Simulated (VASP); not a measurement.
Set up this calculation in VASP 6.6.1, as the native input.

```yaml
Task: single point
Functional: r2SCAN
Potentials_or_basis: VASP PAW PBE potentials, release 64 (Na_pv, I)
Cutoff: 520 eV
k_mesh: 6 × 6 × 6
Occupations: gaussian, width 0.05 eV
Spin: no spin polarisation
Dipole_correction: no
Further_INCAR_settings: ALGO = Normal; EDIFF = 1e-06; NBANDS = 14
```

NaI:

```
Na I
1.0
     0.00000    3.13931    3.28495
     3.13931    0.00000    3.28495
     3.13931    3.13931    0.00000
Na I
1 1
Direct
  0.00000 0.00000 0.00000
  0.50000 0.50000 0.50000
```

This cell differs from its parent crystal: strain -0.030 along x and y, +0.015 along z.

The input as run:

POSCAR

```
NaI
1.0
    0.0000000000      3.1393080000      3.2849460000
    3.1393080000      0.0000000000      3.2849460000
    3.1393080000      3.1393080000      0.0000000000
Na I
1 1
Direct
    0.0000000000      0.0000000000      0.0000000000
    0.5000000000      0.5000000000      0.5000000000
```

INCAR.step1

```
SYSTEM = NaI
  PREC = Accurate
  ENCUT = 520
  ISMEAR = 0
  SIGMA = 0.05
  LREAL = .FALSE.
  LASPH = .TRUE.
  NELM = 60
  NBANDS = 14
  GGA = PE
  ALGO = Normal
  EDIFF = 1E-4
  LWAVE = .TRUE.
  LCHARG = .FALSE.
```

INCAR.step2

```
SYSTEM = NaI
  PREC = Accurate
  ENCUT = 520
  EDIFF = 1E-6
  ISMEAR = 0
  SIGMA = 0.05
  LREAL = .FALSE.
  LASPH = .TRUE.
  NELM = 60
  ALGO = Normal
  ISIF = 2
  LWAVE = .FALSE.
  LCHARG = .TRUE.
  METAGGA = R2SCAN
  LMIXTAU = .TRUE.
  LELF = .TRUE.
  LVHAR = .TRUE.
  NBANDS = 14
  ISTART = 1
```

KPOINTS

```
Automatic mesh
0
G
  6 6 6
  0 0 0
```

Potentials or basis: VASP PAW PBE potentials, release 64 (Na_pv, I).

The run is started by

```console
$ cat potpaw_PBE.64/Na_pv/POTCAR potpaw_PBE.64/I/POTCAR > POTCAR
$ cp INCAR.step1 INCAR
$ mpirun -np 1 vasp_std > vasp.out
$ cp INCAR.step2 INCAR
$ mpirun -np 1 vasp_std > vasp.out
```

Results of the run:

```
Pressure               : 0.8 GPa
Band gap on the k mesh : 4.56 eV
```

Caveat: the cell differs from its parent crystal (strain -0.030 along x and y, +0.015 along z); the PAW data sets were made with another functional, which shifts forces and pressure a little; spin-orbit coupling is left out, which moves the levels of the heavy elements.

It took 47 s on 1 thread of Intel(R) Xeon(R) 6975P-C (Granite Rapids), with other jobs on the host, peak memory 0.22 GiB.
